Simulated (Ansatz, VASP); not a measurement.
## Ru4C: VASP beside Ansatz

Contents of INCAR:

```
SYSTEM = Ru4C
PREC = Accurate
ENCUT = 520
EDIFF = 1E-7
ISMEAR = 0
SIGMA = 0.1
LREAL = .False.
LASPH = .True.
NELM = 150
ALGO = Normal
ISIF = 2
LWAVE = .False.
LCHARG = .True.
ISPIN = 2
MAGMOM = 0 0 0 0 2
LORBIT = 11
LMAXMIX = 4
LDIPOL = .True.
IDIPOL = 3
DIPOL = 0.5 0.5 0.351
GGA = CA
LELF = .True.
LVHAR = .True.
LVACPOTAV = .True.
NBANDS = 42
```

KPOINTS

```
Automatic mesh
0
Gamma
  12 12 1
  0 0 0
```

POSCAR

```
Ru4C
1.0
    2.6740588489      0.0000000000      0.0000000000
   -1.3370294244      2.3158028943      0.0000000000
    0.0000000000      0.0000000000     23.2622039167
Ru C
4 1
Direct
    0.6666666667      0.3333333333      0.1719527528
    0.3333333333      0.6666666667      0.2628031512
    0.6666666667      0.3333333333      0.3532811882
    0.3333333333      0.6666666667      0.4411535534
    0.3333333333      0.6666666667      0.5279896935
```

Input for Ansatz:

```yaml
crystal:
  lattice:
    - [2.6740588489, 0.0, 0.0]
    - [-1.3370294244, 2.3158028943, 0.0]
    - [0.0, 0.0, 23.2622039167]
  atoms:
    - { symbol: Ru, position: [0.6666666667, 0.3333333333, 0.1719527528] }
    - { symbol: Ru, position: [0.3333333333, 0.6666666667, 0.2628031512] }
    - { symbol: Ru, position: [0.6666666667, 0.3333333333, 0.3532811882] }
    - { symbol: Ru, position: [0.3333333333, 0.6666666667, 0.4411535534] }
    - { symbol: C, position: [0.3333333333, 0.6666666667, 0.5279896935], spin: 2.0 }
basis:
  ecutwfc: 420
kpoints:
  mp_grid: { grid: [12, 12, 1] }
hamiltonian:
  xc: lda
  pseudopotentials: { kind: paw, azcp: { folder: soft_1 } }
scf:
  occupations: { method: gaussian, width: 0.1 }
output:
  forces: true
  eigenvalues: true
  populations: true
magnetization:
  spin_polarized: true
efield:
  axis: 3
  dipole_correction: true
  ramp_width: 0.04
```

Alike in both runs: task single point; functional LDA; k mesh 12 × 12 × 1; occupations gaussian, width 0.1 eV; collinear spin.

|  | VASP | Ansatz |
| --- | --- | --- |
| version | VASP 6.6.1 | Ansatz 0.2.0 |
| potentials or method | VASP PAW LDA potentials, release 64 (Ru_pv, C), cutoff 520 eV | scalar-relativistic, plane waves, PAW |
| valence electrons in the cell | 60 | 68 |

```csv
,VASP,Ansatz,Ansatz less VASP
gap on the k mesh at the Fermi level (eV),none,none,-
rms of the force components (eV/Å),1.207,1.211,+0.0044
net moment per atom (μB),0.00,0.00,0.000
"work function, face that differs most (eV)",7.46,7.45,-0.005
```

Ansatz warns that its potentials were made for another functional, while VASP's fit it. LDA's correlation is that of Perdew and Zunger in VASP and of Perdew and Wang (1992) in Ansatz. Atom by atom the forces differ by 0.017 eV/Å (rms over components). A gap of «none» marks a metal or a gap that the smearing closes. VASP's potentials hold 60 valence electrons a cell and Ansatz's 68, so a difference there can come from the potentials and not from the codes. Ansatz's warnings: seeded moment not kept.
